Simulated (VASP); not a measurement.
# MnBr2 (P-3m1) in VASP: a series of runs, part 2 of 2

VASP 6.6.1.

## Step 3: Single point, LDA+U, collinear spin, antiferromagnetic start

INCAR

```
SYSTEM = MnBr2
ALGO = Fast
EDIFF = 1E-6
ENCUT = 520
GGA = CA
ISIF = 2
ISMEAR = 0
ISPIN = 2
LASPH = .TRUE.
LCHARG = .FALSE.
LDAU = .TRUE.
LDAUJ = 0 0
LDAUL = 2 -1
LDAUPRINT = 1
LDAUTYPE = 2
LDAUU = 8 0
LMAXMIX = 4
LORBIT = 11
LREAL = .FALSE.
LWAVE = .FALSE.
MAGMOM = 5.08 -5.08 0.03 -0.03 -0.03 0.03
NBANDS = 40
NELM = 150
PREC = Accurate
SIGMA = 0.05
```

KPOINTS

```
k-points
0
G
  6 6 2
  0 0 0
```

POSCAR

```
MnBr2
1.0
    3.8200014300      0.0000000000      0.0000000000
   -1.9100007100      3.3082182800      0.0000000000
    0.0000000000      0.0000000000     12.3800004800
Mn Br
2 4
Direct
    0.0000000000      0.0000000000      0.0000000000
    0.0000000000      0.0000000000      0.5000000000
    0.3333333333      0.6666666667      0.1250000000
    0.6666666667      0.3333333333      0.3750000000
    0.3333333333      0.6666666667      0.6250000000
    0.6666666667      0.3333333333      0.8750000000
```

Potentials or basis: VASP PAW LDA potentials, release 64 (Mn_pv, Br).

Command:

```bash
$ cat potpaw_LDA.64/Mn_pv/POTCAR potpaw_LDA.64/Br/POTCAR > POTCAR
$ mpirun -np 1 vasp_std > vasp.out
```

OUTCAR:

```text
SYSTEM = MnBr2
   EDIFF = 1E-6
   ENCUT = 520
   GGA = CA
   ISIF = 2
   ISMEAR = 0
   ISPIN = 2
   LASPH = .TRUE.
   LORBIT = 11
   LREAL = .FALSE.
   NELM = 150
   PREC = Accurate

 ion  position               nearest neighbor table
   1  0.000  0.000  0.000-   3 2.69   6 2.69   3 2.69   6 2.69   6 2.69   3 2.69
   2  0.000  0.000  0.500-   4 2.69   5 2.69   5 2.69   4 2.69   4 2.69   5 2.69
   3  0.333  0.667  0.125-   1 2.69   1 2.69   1 2.69
   4  0.667  0.333  0.375-   2 2.69   2 2.69   2 2.69
   5  0.333  0.667  0.625-   2 2.69   2 2.69   2 2.69
   6  0.667  0.333  0.875-   1 2.69   1 2.69   1 2.69

  LATTYP: Found a hexagonal cell.
 ALAT       =     3.8200014300
 C/A-ratio  =     3.2408366088

  Lattice vectors:

 A1 = (   3.8200014300,   0.0000000000,   0.0000000000)
 A2 = (  -1.9100007100,   3.3082182800,   0.0000000000)
 A3 = (   0.0000000000,   0.0000000000,  12.3800004800)

Analysis of symmetry for initial positions (statically):
=====================================================================
 Subroutine PRICEL returns following result:

  LATTYP: Found a hexagonal cell.
 ALAT       =     3.8200014300
 C/A-ratio  =     1.6204183044
[... 12 lines left out ...]
 Subroutine GETGRP returns: Found 12 space group operations
 (whereof 12 operations were pure point group operations)
 out of a pool of 24 trial point group operations.

The static configuration has the point symmetry D_3d.

Analysis of symmetry for dynamics (positions and initial velocities):
=====================================================================
 Subroutine PRICEL returns following result:

  LATTYP: Found a hexagonal cell.
 ALAT       =     3.8200014300
 C/A-ratio  =     1.6204183044
[... 12 lines left out ...]
 Subroutine GETGRP returns: Found 12 space group operations
 (whereof 12 operations were pure point group operations)
 out of a pool of 24 trial point group operations.

The dynamic configuration has the point symmetry D_3d.

[... 239 lines left out ...]

 spin component 1

 k-point     1 :       0.0000    0.0000    0.0000
  band No.  band energies     occupation
      1     -47.5719      1.00000
      2     -47.5719      1.00000
      3     -47.5665      1.00000
      4     -42.9692      1.00000
      5     -42.9692      1.00000
      6     -42.9619      1.00000
[... 577 lines left out ...]
     38       9.4719      0.00000
     39      10.0844      0.00000
 Fermi energy:         1.6903165397

 spin component 2

 k-point     1 :       0.0000    0.0000    0.0000
  band No.  band energies     occupation
      1     -47.5719      1.00000
      2     -47.5719      1.00000
      3     -47.5665      1.00000
      4     -42.9692      1.00000
      5     -42.9692      1.00000
      6     -42.9619      1.00000
[... 577 lines left out ...]
     38       9.4719      0.00000
     39      10.0845      0.00000
 [bands above 39 left out]

------------------------ aborting loop because EDIFF is reached ----------------------------------------

  FORCE on cell =-STRESS in cart. coord.  units (eV):
  Direction    XX          YY          ZZ          XY          YZ          ZX
  --------------------------------------------------------------------------------------
  -------------------------------------------------------------------------------------
  Total       -0.6384034     -0.6384034     -1.2800245     -0.0000000      0.0000000     -0.0000000
  in kB       -6.5377369     -6.5377369    -13.1084253     -0.0000000      0.0000000     -0.0000000
  external PRESSURE =      -8.7279664 kB  Pullay stress =       0.0000000 kB

 VOLUME and BASIS-vectors are now :
 -----------------------------------------------------------------------------
  energy-cutoff  :      520.00
  volume of cell :      156.45
      direct lattice vectors                 reciprocal lattice vectors
     3.820001430  0.000000000  0.000000000     0.261780007  0.151138757  0.000000000
    -1.910000710  3.308218280  0.000000000     0.000000000  0.302277515  0.000000000
     0.000000000  0.000000000 12.380000480     0.000000000  0.000000000  0.080775441

 POSITION                                       TOTAL-FORCE (eV/Angst)
 -----------------------------------------------------------------------------------
      0.00000      0.00000      0.00000        -0.000000     -0.000000      0.000000
      0.00000      0.00000      6.19000        -0.000000     -0.000000      0.000000
      0.00000      2.20548      1.54750         0.000000     -0.000000     -0.191018
      1.91000      1.10274      4.64250         0.000000      0.000000      0.191018
      0.00000      2.20548      7.73750        -0.000000     -0.000000     -0.191018
      1.91000      1.10274     10.83250        -0.000000     -0.000000      0.191018
 -----------------------------------------------------------------------------------
    total drift:                               -0.000000     -0.000000      0.000000

  FREE ENERGIE OF THE ION-ELECTRON SYSTEM (eV)
  ---------------------------------------------------
  free  energy   TOTEN  =       -27.8371684236 eV

  energy  without entropy=      -27.8371684236  energy(sigma->0) =      -27.83716842

 total charge

# of ion       s       p       d       tot
------------------------------------------
    1        0.218   6.160   4.892  11.271
    2        0.218   6.160   4.892  11.271
    3        1.613   3.254   0.016   4.883
    4        1.613   3.254   0.016   4.883
    5        1.613   3.254   0.016   4.883
    6        1.613   3.254   0.016   4.883
--------------------------------------------------
tot          6.888  25.338   9.848  42.074

 magnetization (x)

# of ion       s       p       d       tot
------------------------------------------
    1        0.030   0.023   4.634   4.687
    2       -0.030  -0.023  -4.634  -4.687
    3        0.004   0.021   0.003   0.028
    4       -0.004  -0.021  -0.003  -0.028
    5       -0.004  -0.021  -0.003  -0.028
    6        0.004   0.021   0.003   0.028
--------------------------------------------------
tot          0.000   0.000   0.000   0.000
```

stdout:

```text
POSCAR found type information on POSCAR MnBr
 POSCAR found :  2 types and       6 ions
 scaLAPACK will be used
 LDA part: xc-table for (Slater(with rela. corr.)+CA(PZ))
 , standard interpolation
 POSCAR, INCAR and KPOINTS ok, starting setup
 FFT: planning ... GRIDC
 FFT: planning ... GRID_SOFT
 FFT: planning ... GRID
 WAVECAR not read
 entering main loop
WARNING in EDDRMM: call to ZHEGV failed, returncode =   6  3     40
```

It took 1.7 min on 1 thread of AMD EPYC 9R45 (Zen 5), shared host; peak memory 0.27 GiB.

Results:

* Free energy: -27.8372 eV
* Pressure: -0.9 GPa
* Largest force: 0.191 eV/Å
* Band gap on the k mesh: 3.69 eV
* Net moment: 0.00 μB per cell
* Site moments: Mn +4.69, -4.69; Br +0.03, -0.03 (each value once) μB
* Valence electrons inside the program's atomic spheres: Mn 11.27; Br 4.88

Forces in eV/Å, atoms in the order of the input:
```
Mn   0.000  0.000  0.000
Mn   0.000  0.000  0.000
Br   0.000  0.000 -0.191
Br   0.000  0.000  0.191
Br   0.000  0.000 -0.191
Br   0.000  0.000  0.191
```

Eigenvalues of the final occupation matrices:
| site | spin | trace | eigenvalues |
| --- | --- | --- | --- |
| site 1 d | 1 | 4.78 | 0.95 0.95 0.95 0.97 0.97 |
| site 1 d | 2 | 0.13 | 0.01 0.01 0.01 0.05 0.05 |
| site 2 d | 1 | 0.13 | 0.01 0.01 0.01 0.05 0.05 |
| site 2 d | 2 | 4.78 | 0.95 0.95 0.95 0.97 0.97 |
